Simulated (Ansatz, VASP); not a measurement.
Ru2Pt: VASP beside Ansatz

```
CELL_PARAMETERS angstrom
2.75171 0.00028 -0.00024
-1.37562 2.38351 -0.00004
-0.00238 -0.00215 26.42798
ATOMIC_POSITIONS crystal
Ru 0.33305 0.66297 0.46158
Ru 0.33349 0.67026 0.96154
Ru 0.66733 0.33458 0.21156
Ru 0.66603 0.33214 0.71156
Ru 0.33395 0.66699 0.28844
Ru 0.33290 0.66661 0.78844
Ru 0.66708 0.33714 0.03842
Ru 0.66617 0.32936 0.53846
Pt 0.66676 0.33112 0.37501
Pt 0.66644 0.33538 0.87499
Pt 0.33393 0.66969 0.12498
Pt 0.33288 0.66375 0.62501
```

Change from the starting cell: cell x2, atoms moved at random (sigma 0.15 Å) and cell strained at random (1.5 %), then relaxed without symmetry.

Alike in both runs: functional PBE; k mesh 12 × 12 × 1; occupations gaussian, width 0.2 eV; no spin polarisation.

Ansatz relaxed the structure, and its values are those at the end. VASP's run is a single point on that final structure, the one shown.

|  | VASP | Ansatz |
| --- | --- | --- |
| version | VASP 6.6.1 | Ansatz 0.2.0 |
| potentials or method | VASP PAW PBE potentials, release 64 (Ru_pv, Pt), cutoff 520 eV | scalar-relativistic, plane waves, PAW |
| valence electrons in the cell | 152 | 200 |

VASP gave:

```
gap on the k mesh at the Fermi level (eV) : none
pressure (GPa)                            : -0.2
rms of the force components (eV/Å)        : 0.008
```

**Question.** Estimate Ansatz's values.

**Answer.** gap on the k mesh at the Fermi level (eV): none; pressure (GPa): 0.0; rms of the force components (eV/Å): 0.003.

A gap of «none» marks a metal or a gap that the smearing closes. VASP's potentials hold 152 valence electrons a cell and Ansatz's 200, so a difference there can come from the potentials and not from the codes.

Neither program's run includes spin-orbit coupling.
